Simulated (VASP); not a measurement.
KI: single point with r2SCAN

The system is KI.

```
CELL_PARAMETERS angstrom
0.00000 3.61551 3.61551
3.61551 0.00000 3.61551
3.61551 3.61551 0.00000
ATOMIC_POSITIONS crystal
K 0.00000 0.00000 0.00000
I 0.50000 0.50000 0.50000
```

This cell differs from its parent crystal: volume scaled by 1.06.

```yaml
Program: VASP 6.6.1
Task: single point
Functional: r2SCAN
Potentials_or_basis: VASP PAW PBE potentials, release 64 (K_sv, I)
Cutoff: 520 eV
k_mesh: 6 × 6 × 6
Occupations: gaussian, width 0.02 eV
Spin: no spin polarisation
Dipole_correction: no
Further_INCAR_settings: ALGO = Normal; EDIFF = 1e-06; NBANDS = 15
```

| Quantity | Value |
| --- | --- |
| Pressure | -0.6 GPa |
| Band gap on the k mesh | 4.44 eV, direct |

Levels at points of the mesh, in eV from the valence-band top:
```
           k point  band 4  band 5  band 6  band 7  band 8  band 9  band 10  band 11  band 12  band 13
(0.00, 0.00, 0.00)  -12.49  -10.71    0.00    0.00    0.00    4.44     7.07     7.07     7.07     7.88
(0.50, 0.00, 0.00)  -12.49  -10.50   -1.17   -0.28   -0.28    5.94     8.12     8.63     8.63     9.30
(0.50, 0.50, 0.00)  -12.51  -10.59   -0.91   -0.34   -0.34    5.48     6.33     8.76     9.09     9.32
```

Run time: 120 s on 1 thread of Intel(R) Xeon(R) Platinum 8259CL CPU @ 2.50GHz (Skylake/Cascade Lake), on a shared host, peak memory 0.26 GiB.

Caveat: the PAW data sets were made with another functional, which shifts forces and pressure a little; spin-orbit coupling is left out, which moves the levels of the heavy elements.
